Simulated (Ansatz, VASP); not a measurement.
**Two plane-wave programs on CdS**

```
CELL_PARAMETERS angstrom
3.38691 0.00000 0.00000
0.00000 3.38691 0.00000
0.00000 0.00000 3.38691
ATOMIC_POSITIONS crystal
Cd 0.00000 0.00000 0.00000
S 0.50000 0.50000 0.50000
```

Alike in both runs: task single point; functional HSE06; k mesh 4 × 4 × 4; occupations gaussian, width 0.2 eV; no spin polarisation.

|  | VASP | Ansatz |
| --- | --- | --- |
| version | VASP 6.6.1 | Ansatz 0.2.0 |
| potentials or method | VASP PAW PBE potentials, release 64 (Cd, S) | plane waves |
| plane-wave cutoff (eV) | 520 | 420 |
| valence electrons in the cell | 18 | 26 |

```csv
,VASP,Ansatz,Ansatz less VASP
pressure (GPa),0.8,0.5,-0.31
```

With one functional, cell and mesh, what is left measures potentials, basis and numerics. VASP's potentials hold 18 valence electrons a cell and Ansatz's 26, so a difference there can come from the potentials and not from the codes. Ansatz's warnings: filled band counts differ across k points, stress exchange threshold loose, stress scf threshold loose.

The k mesh is coarse, so the values compare programs but aren't converged.
